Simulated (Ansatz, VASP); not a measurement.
**AlN: VASP beside Ansatz**

```
CELL_PARAMETERS angstrom
3.04878 0.00000 0.00000
-1.52439 2.64032 0.00000
0.00000 0.00000 4.97800
ATOMIC_POSITIONS crystal
Al 0.33333 0.66667 0.00000
Al 0.66667 0.33333 0.50000
N 0.33333 0.66667 0.38500
N 0.66667 0.33333 0.88500
```

Change from the starting cell: equal xx and yy strain of -2 %, crystal datasets.

Alike in both runs: task electric field gradients; functional PBEsol; k mesh 11 × 11 × 6; occupations fermi-dirac, width 0.02 eV; no spin polarisation.

|  | VASP | Ansatz |
| --- | --- | --- |
| version | VASP 6.6.1 | Ansatz 0.2.0 |
| potentials or method | VASP PAW PBE potentials, release 64 (Al, N), cutoff 520 eV | all-electron PAW with datasets made for the crystal, scalar-relativistic |

|  | VASP | Ansatz | Ansatz less VASP |
| --- | --- | --- | --- |
| gap on the k mesh at the Fermi level (eV) | 4.50 | 4.49 | -0.008 |
| pressure (GPa) | 10.0 | 9.8 | -0.23 |
| traceless stress, the component that is largest in VASP (GPa) | -7.93 | -7.80 | +0.128 |
| rms of the force components (eV/Å) | 0.256 | 0.253 | -0.0030 |
| size of Vzz on the site where it differs most (V/Å²) | 13.8 | 13.0 | -0.85 |

VASP's potentials were made for PBE, not for PBEsol. Atom by atom the forces differ by 0.003 eV/Å (rms over components). Ansatz ran all-electron here, and VASP with PAW potentials.
